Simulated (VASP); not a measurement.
# MgSe (Fm-3m) in VASP: a series of runs

Aim: see how the results for MgSe move with the level of theory and the settings. Levels: PBE, HF, r2SCAN0, HSE06. Tasks: single point, relaxation of cell and atoms.

All numbers are computed with VASP 6.6.1; they aren't measurements. Logs are shortened: lines on timing, memory, paths and dates and some standing lists are left out, and cuts for length are marked.

## (1) The cell of the first run

Symmetry: Fm-3m, No. 225, cubic system. Conventional cell: a = 5.473 Å, b = 5.473 Å, c = 5.473 Å, α = 90.00°, β = 90.00°, γ = 90.00°. Within 3.6 Å of Mg (site symmetry m-3m) lie 6 Se at 2.74 Å. Within 3.6 Å of Se (site symmetry m-3m) lie 6 Mg at 2.74 Å.

## (2) Single point, PBE

INCAR

```
PREC = Accurate
ENCUT = 600
EDIFF = 1E-6
ISMEAR = 0
SIGMA = 0.01
LREAL = False
LASPH = True
NELM = 120
ALGO = Normal
ISIF = 2
LWAVE = False
LCHARG = True
GGA = PE
LELF = True
LVHAR = True
NBANDS = 11
GGA_COMPAT = False
```

KPOINTS

```
Automatic mesh
0
Gamma
  4 4 4
```

POSCAR

```
MgSe
1.0
    0.0000000000      2.7362756101      2.7362756101
    2.7362756101      0.0000000000      2.7362756101
    2.7362756101      2.7362756101      0.0000000000
Mg Se
1 1
Direct
    0.0000000000      0.0000000000      0.0000000000
    0.5000000000      0.5000000000      0.5000000000
```

Potentials or basis: VASP PAW PBE potentials, release 64 (Mg, Se).

On the command line:

```bash
> cat potpaw_PBE.64/Mg/POTCAR potpaw_PBE.64/Se/POTCAR > POTCAR
> mpirun -np 1 vasp_std > vasp.out
```

OUTCAR:

```text
PREC = Accurate
   ENCUT = 600
   EDIFF = 1E-6
   ISMEAR = 0
   LREAL = False
   LASPH = True
   NELM = 120
   ISIF = 2
   GGA = PE

 ion  position               nearest neighbor table
   1  0.000  0.000  0.000-   2 2.74   2 2.74   2 2.74   2 2.74   2 2.74   2 2.74
   2  0.500  0.500  0.500-   1 2.74   1 2.74   1 2.74   1 2.74   1 2.74   1 2.74

  LATTYP: Found a face centered cubic cell.
 ALAT       =     5.4725512202

  Lattice vectors:

 A1 = (   0.0000000000,   2.7362756101,   2.7362756101)
 A2 = (   2.7362756101,   0.0000000000,   2.7362756101)
 A3 = (   2.7362756101,   2.7362756101,   0.0000000000)

Analysis of symmetry for initial positions (statically):
=====================================================================
 Subroutine PRICEL returns:
 Original cell was already a primitive cell.

 Routine SETGRP: Setting up the symmetry group for a
 face centered cubic supercell.

 Subroutine GETGRP returns: Found 48 space group operations
 (whereof 48 operations were pure point group operations)
 out of a pool of 48 trial point group operations.

The static configuration has the point symmetry O_h .

Analysis of symmetry for dynamics (positions and initial velocities):
=====================================================================
 Subroutine PRICEL returns:
 Original cell was already a primitive cell.

 Routine SETGRP: Setting up the symmetry group for a
 face centered cubic supercell.

 Subroutine GETGRP returns: Found 48 space group operations
 (whereof 48 operations were pure point group operations)
 out of a pool of 48 trial point group operations.

The dynamic configuration has the point symmetry O_h .

 Subroutine INISYM returns: Found 48 space group operations
 (whereof 48 operations are pure point group operations),
 and found     1 'primitive' translations

----------------------------------------------------------------------------------------

                                     Primitive cell

  volume of cell :      40.9741

  direct lattice vectors                    reciprocal lattice vectors
     0.000000000  2.736275610  2.736275610    -0.182730131  0.182730131  0.182730131
     2.736275610  0.000000000  2.736275610     0.182730131 -0.182730131  0.182730131
     2.736275610  2.736275610  0.000000000     0.182730131  0.182730131 -0.182730131

  length of vectors
     3.869678078  3.869678078  3.869678078     0.316497871  0.316497871  0.316497871

  position of ions in fractional coordinates (direct lattice)
     0.000000000  0.000000000  0.000000000
     0.500000000  0.500000000  0.500000000

  ion indices of the primitive-cell ions
   primitive index   ion index
                 1           1
                 2           2

----------------------------------------------------------------------------------------

 KPOINTS: Automatic mesh

Automatic generation of k-mesh.
 Grid dimensions read from file:
 generate k-points for:    4    4    4

 Generating k-lattice:

  Cartesian coordinates                     Fractional coordinates (reciprocal lattice)
    -0.045682533  0.045682533  0.045682533     0.250000000  0.000000000  0.000000000
     0.045682533 -0.045682533  0.045682533     0.000000000  0.250000000  0.000000000
     0.045682533  0.045682533 -0.045682533     0.000000000  0.000000000  0.250000000

  Length of vectors
     0.079124468  0.079124468  0.079124468

  Shift w.r.t. Gamma in fractional coordinates (k-lattice)
     0.000000000  0.000000000  0.000000000

 Subroutine IBZKPT returns following result:
 ===========================================

 Found      8 irreducible k-points:

 Following reciprocal coordinates:
            Coordinates               Weight
  0.000000  0.000000  0.000000      1.000000
  0.250000  0.000000  0.000000      8.000000
  0.500000  0.000000  0.000000      4.000000
  0.250000  0.250000  0.000000      6.000000
  0.500000  0.250000  0.000000     24.000000
 -0.250000  0.250000  0.000000     12.000000
  0.500000  0.500000  0.000000      3.000000
 -0.250000  0.500000  0.250000      6.000000
   k-points           NKPTS =      8   k-points in BZ     NKDIM =      8   number of bands    NBANDS=     11
   number of dos      NEDOS =    301   number of ions     NIONS =      2
   total plane-waves  NPLWV =  32768
   dimension x,y,z NGX =    32 NGY =   32 NGZ =   32
   dimension x,y,z NGXF=    64 NGYF=   64 NGZF=   64
   ions per type =               1   1
   NGX,Y,Z   is equivalent  to a cutoff of  13.75, 13.75, 13.75 a.u.
   NGXF,Y,Z  is equivalent  to a cutoff of  27.50, 27.50, 27.50 a.u.
 SYSTEM =  unknown system
   PREC   = accura    normal or accurate (medium, high low for compatibility)
   ISTART =      0    job   : 0-new  1-cont  2-samecut
   ICHARG =      2    charge: 1-file 2-atom 10-const
   ISPIN  =      1    spin polarized calculation?
   LNONCOLLINEAR =      F non collinear calculations
   LSORBIT =      F    spin-orbit coupling
   LASPH  =      T    aspherical Exc in radial PAW
   ENCUT  =  600.0 eV  44.10 Ry    6.64 a.u.   7.73  7.73  7.73*2*pi/ulx,y,z
   NELM   =    120;   NELMIN=  2; NELMDL= -5     # of ELM steps
   EDIFF  = 0.1E-05   stopping-criterion for ELM
   LREAL  =      F    real-space projection
   EDIFFG = 0.1E-04   stopping-criterion for IOM
   NSW    =      0    number of steps for IOM
   IBRION =     -1    ionic relax: 0-MD 1-quasi-New 2-CG
   NFREE  =      0    steps in history (QN), initial steepest desc. (CG)
   ISIF   =      2    stress and relaxation
   ISYM   =      2    0-nonsym 1-usesym 2-fastsym
   POTIM  = 0.5000    time-step for ionic-motion
   TEBEG  =    0.0;   TEEND  =   0.0 temperature during run
   PSTRESS=    0.0 pullay stress
   NELECT =       8.0000    total number of electrons
   NUPDOWN=      -1.0000    fix difference up-down
   EMIN   =  10.00;   EMAX   =-10.00  energy-range for DOS
   EFERMI =   0.00;   METHOD = LEGACY
   ISMEAR =     0;   SIGMA  =   0.01  broadening in eV -4-tet -1-fermi 0-gaus
   EFERMI_NEDOS =   21; number of points for ismear=-14 and -15
   IALGO  =     38    algorithm
   IMIX   =      4    mixing-type and parameters
     AMIX     =   0.40;   BMIX     =  1.00
     AMIX_MAG =   1.60;   BMIX_MAG =  1.00
  volume/ion in A,a.u.               =      20.49       138.25
  Fermi-wavevector in a.u.,A,eV,Ry     =   0.949733  1.794736 12.272364  0.901993
  Thomas-Fermi vector in A             =   2.078044
   LORBIT       =      0    0 simple, 1 ext, 2 COOP (PROOUT), +10 PAW based schemes
   GGA     = PE    functional components
   LHFCALC =     F    Hartree Fock is set to
   AEXX    =    0.0000 exact exchange contribution
   IVDW    =     0    specifies the selected vdW correction
   LEPSILON=     F    determine dielectric tensor
   LRPA    =     F    only Hartree local field effects (RPA)
 non-spin polarized calculation
 Gauss-broadening in eV      SIGMA  =   0.01
  energy-cutoff  :      600.00
  volume of cell :       40.97
 maximum number of plane-waves:      1384
 NGX is ok and might be reduce to    32
   NGX = 15   NGY = 15   NGZ = 15

 number of electron       8.0000000 magnetization

 Free energy of the ion-electron system (eV)
  ---------------------------------------------------
  ext. energy  EPLUGINS =         0.00000000
  ---------------------------------------------------
  free energy    TOTEN  =        -7.41867010 eV

  energy without entropy =       -7.41867010  energy(sigma->0) =       -7.41867010

 E-fermi :   3.2143     XC(G=0):  -9.4309

 val. band max:        3.1630432282   @ k =   0.0000   0.0000   0.0000
 cond. band min:       4.9123159793   @ k =   0.5000   0.5000   0.0000
 fundamental gap:      1.7492727511
 Fermi energy:         3.2142833266

 k-point     1 :       0.0000    0.0000    0.0000
  band No.  band energies     occupation
      1      -9.7129      2.00000
      2       3.1630      2.00000
      3       3.1630      2.00000
      4       3.1630      2.00000
      5       5.6663      0.00000
      6      10.5553      0.00000
      7      10.5553      0.00000
      8      10.5553      0.00000
      9      13.0879      0.00000
     10      13.0879      0.00000
     11      14.1081      0.00000

 k-point     2 :       0.2500    0.0000    0.0000
  band No.  band energies     occupation
      1      -9.2325      2.00000
      2       0.1681      2.00000
      3       2.8502      2.00000
      4       2.8502      2.00000
      5       7.2296      0.00000
      6      10.1895      0.00000
      7      10.1895      0.00000
      8      10.8576      0.00000
      9      12.6974      0.00000
     10      12.6974      0.00000
     11      13.0801      0.00000

 k-point     3 :       0.5000    0.0000    0.0000
  band No.  band energies     occupation
      1      -8.6134      2.00000
      2      -1.7405      2.00000
      3       2.5922      2.00000
      4       2.5922      2.00000
      5       6.9572      0.00000
      6       9.2176      0.00000
      7       9.2176      0.00000
      8      11.6694      0.00000
      9      14.5208      0.00000
     10      16.9670      0.00000
     11      16.9670      0.00000

 k-point     4 :       0.2500    0.2500    0.0000
  band No.  band energies     occupation
      1      -9.0811      2.00000
      2       0.4406      2.00000
      3       2.1354      2.00000
      4       2.1354      2.00000
      5       7.1541      0.00000
      6       8.2772      0.00000
      7      10.5065      0.00000
      8      12.6978      0.00000
      9      12.6978      0.00000
     10      14.0801      0.00000
     11      16.4650      0.00000

 k-point     5 :       0.5000    0.2500    0.0000
  band No.  band energies     occupation
      1      -8.4704      2.00000
      2      -0.9686      2.00000
      3       0.8822      2.00000
      4       1.9106      2.00000
      5       6.6467      0.00000
      6       9.4250      0.00000
      7      11.2310      0.00000
      8      11.3333      0.00000
      9      14.5957      0.00000
     10      16.8714      0.00000
     11      17.2395      0.00000

 k-point     6 :      -0.2500    0.2500    0.0000
  band No.  band energies     occupation
      1      -8.6679      2.00000
      2      -0.6817      2.00000
      3       0.7682      2.00000
      4       2.5440      2.00000
      5       7.9271      0.00000
      6       9.8872      0.00000
      7      10.1875      0.00000
      8      10.6914      0.00000
      9      12.9661      0.00000
     10      15.8451      0.00000
     11      16.2715      0.00000

 k-point     7 :       0.5000    0.5000    0.0000
  band No.  band energies     occupation
      1      -8.2979      2.00000
      2      -1.0524      2.00000
      3       1.3977      2.00000
      4       1.3977      2.00000
      5       4.9123      0.00000
      6       7.1349      0.00000
      7      14.7962      0.00000
      8      15.2182      0.00000
      9      15.2182      0.00000
     10      15.7210      0.00000
     11      18.9823      0.00000

 k-point     8 :      -0.2500    0.5000    0.2500
  band No.  band energies     occupation
      1      -8.2639      2.00000
      2      -0.1160      2.00000
      3      -0.1160      2.00000
      4       0.6300      2.00000
      5       7.6348      0.00000
      6      10.0726      0.00000
      7      10.7019      0.00000
      8      10.7019      0.00000
      9      16.1566      0.00000
     10      16.1566      0.00000
     11      17.8260      0.00000

------------------------ aborting loop because EDIFF is reached ----------------------------------------

  FORCE on cell =-STRESS in cart. coord.  units (eV):
  Direction    XX          YY          ZZ          XY          YZ          ZX
  --------------------------------------------------------------------------------------
  -------------------------------------------------------------------------------------
  Total        0.3895731      0.3895731      0.3895731     -0.0000000      0.0000000     -0.0000000
  in kB       15.2331603     15.2331603     15.2331603     -0.0000000      0.0000000     -0.0000000
  external PRESSURE =      15.2331603 kB  Pullay stress =       0.0000000 kB

 VOLUME and BASIS-vectors are now :
 -----------------------------------------------------------------------------
  energy-cutoff  :      600.00
  volume of cell :       40.97
      direct lattice vectors                 reciprocal lattice vectors
     0.000000000  2.736275610  2.736275610    -0.182730131  0.182730131  0.182730131
     2.736275610  0.000000000  2.736275610     0.182730131 -0.182730131  0.182730131
     2.736275610  2.736275610  0.000000000     0.182730131  0.182730131 -0.182730131

 POSITION                                       TOTAL-FORCE (eV/Angst)
 -----------------------------------------------------------------------------------
      0.00000      0.00000      0.00000        -0.000000     -0.000000      0.000000
      2.73628      2.73628      2.73628         0.000000      0.000000     -0.000000
 -----------------------------------------------------------------------------------
    total drift:                               -0.000000     -0.000000      0.000000

  FREE ENERGIE OF THE ION-ELECTRON SYSTEM (eV)
  ---------------------------------------------------
  free  energy   TOTEN  =        -7.4186700993 eV

  energy  without entropy=       -7.4186700993  energy(sigma->0) =       -7.41867010
```

It took 11 s on 1 thread of AMD EPYC 7R43 (Zen 3), shared host; peak memory 0.13 GiB.

Results:

```
Free energy            : -7.4187 eV
Pressure               : 1.5 GPa
Band gap on the k mesh : 1.75 eV (least direct gap 2.50 eV)
```

Caveat: the k points lie up to 0.50 Å⁻¹ apart. A hybrid or GW would open this gap; PBE tends to underestimate it.

## (3) Single point, PBE

INCAR

```
SYSTEM = MgSe
  PREC = Accurate
  ENCUT = 600
  EDIFF = 1E-6
  ISMEAR = -1
  SIGMA = 0.02
  LREAL = .FALSE.
  LASPH = .TRUE.
  NELM = 120
  ALGO = Normal
  ISIF = 2
  LWAVE = .FALSE.
  LCHARG = .FALSE.
  GGA = PE
  NBANDS = 11
  GGA_COMPAT = .FALSE.
```

KPOINTS

```
regular mesh
0
G
  8 8 8
  0 0 0
```

POSCAR is that of step 2.

Potentials or basis: VASP PAW PBE potentials, release 64 (Mg, Se).

On the command line:

```bash
> cat potpaw_PBE.64/Mg/POTCAR potpaw_PBE.64/Se/POTCAR > POTCAR
> mpirun -np 1 vasp_std > vasp.out
```

Wall time 19 s (1 thread of AMD EPYC 7R43 (Zen 3), shared host); peak memory 0.14 GiB.

The run converged. Its results:

| Quantity | Value |
| --- | --- |
| Free energy | -7.4880 eV |
| Pressure | 1.1 GPa |
| Band gap on the k mesh | 1.78 eV (least direct gap 2.52 eV) |

Levels at points of the mesh, in eV from the valence-band top:
```tsv
k point	band 2	band 3	band 4	band 5	band 6	band 7
(0.00, 0.00, 0.00)	0.00	0.00	0.00	2.52	7.42	7.42
(0.50, 0.00, 0.00)	-4.89	-0.57	-0.57	3.81	6.08	6.08
(0.50, 0.50, 0.00)	-4.20	-1.76	-1.76	1.78	3.99	11.63
```

A k mesh can miss the band edges. Expect the measured gap to be larger: semilocal functionals such as PBE lack the derivative discontinuity.

(Continued in part 2 of 2.)
